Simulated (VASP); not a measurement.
Here is a VASP 6.6.1 calculation.

INCAR

```
SYSTEM = Ta16N
PREC     = Accurate       ! precision mode
ENCUT    = 520            ! plane-wave cutoff, eV
EDIFF    = 1E-7           ! SCF threshold, eV
ISMEAR   = 0              ! smearing method
SIGMA    = 0.1            ! smearing width, eV
LREAL    = Auto         
LASPH    = .True.         ! aspherical terms in the spheres
NELM     = 100            ! most SCF steps
ALGO     = Normal         ! electronic algorithm
ISIF     = 2              ! what is computed and relaxed
LWAVE    = .False.        ! write WAVECAR
LCHARG   = .True.         ! write CHGCAR
LDIPOL   = .True.       
IDIPOL   = 3            
DIPOL    = 0.5 0.5 0.328
GGA      = PE             ! functional
LELF     = .True.         ! ELF
LVHAR    = .True.       
LVACPOTAV= .True.       
NBANDS   = 104            ! bands
```

File KPOINTS:

```
Automatic mesh
0
Gamma
  4 4 1
  0 0 0
```

File POSCAR:

```
Ta16N
1.0
    6.6379342675      0.0000000000      0.0000000000
    0.0000000000      6.6379342675      0.0000000000
    0.0000000000      0.0000000000     20.2996559605
Ta N
16 1
Direct
    0.2500000000      0.2500000000      0.1970476745
    0.2500000000      0.7500000000      0.1970476745
    0.7500000000      0.2500000000      0.1970476745
    0.7500000000      0.7500000000      0.1970476745
    0.0000000000      0.0000000000      0.2787970189
    0.0000000000      0.5000000000      0.2787970189
    0.5000000000      0.0000000000      0.2787970189
    0.5000000000      0.5000000000      0.2787970189
    0.2500000000      0.2500000000      0.3599139072
    0.2500000000      0.7500000000      0.3599139072
    0.7500000000      0.2500000000      0.3599139072
    0.7500000000      0.7500000000      0.3599139072
    0.0000000000      0.0000000000      0.4334879358
    0.0000000000      0.5000000000      0.4334879358
    0.5000000000      0.0000000000      0.4334879358
    0.5000000000      0.5000000000      0.4334879358
    0.1250000000      0.1250000000      0.5000201809
```

Potentials or basis: VASP PAW PBE potentials, release 64 (Ta_pv, N).

Command:

```bash
$ cat potpaw_PBE.64/Ta_pv/POTCAR potpaw_PBE.64/N/POTCAR > POTCAR
$ mpirun -np 1 vasp_std > vasp.out
```

Problem. Estimate the band gap on the k mesh.

Solution. Zero (an odd number of electrons rules out a gap without spin polarisation).

Problem. Predict the largest force.

Solution. 2.724 eV/Å.

Forces in eV/Å, atoms in the order of the input:
```
Ta  -0.007 -0.007  0.990
Ta  -0.003  0.064  0.883
Ta   0.064 -0.003  0.883
Ta   0.121  0.121  0.837
Ta   0.096  0.096 -1.394
Ta   0.064 -0.014 -0.743
Ta  -0.014  0.064 -0.743
Ta  -0.091 -0.091 -0.815
Ta   0.174  0.174 -0.474
Ta   0.400 -0.481 -0.540
Ta  -0.481  0.400 -0.540
Ta  -0.444 -0.444 -0.073
Ta  -1.582 -1.582  0.692
Ta   0.194 -0.607  0.653
Ta  -0.607  0.194  0.653
Ta   0.194  0.194 -0.467
N    1.921  1.921  0.197
```

Caveat: spin-orbit coupling is left out, which moves the levels of the heavy elements.
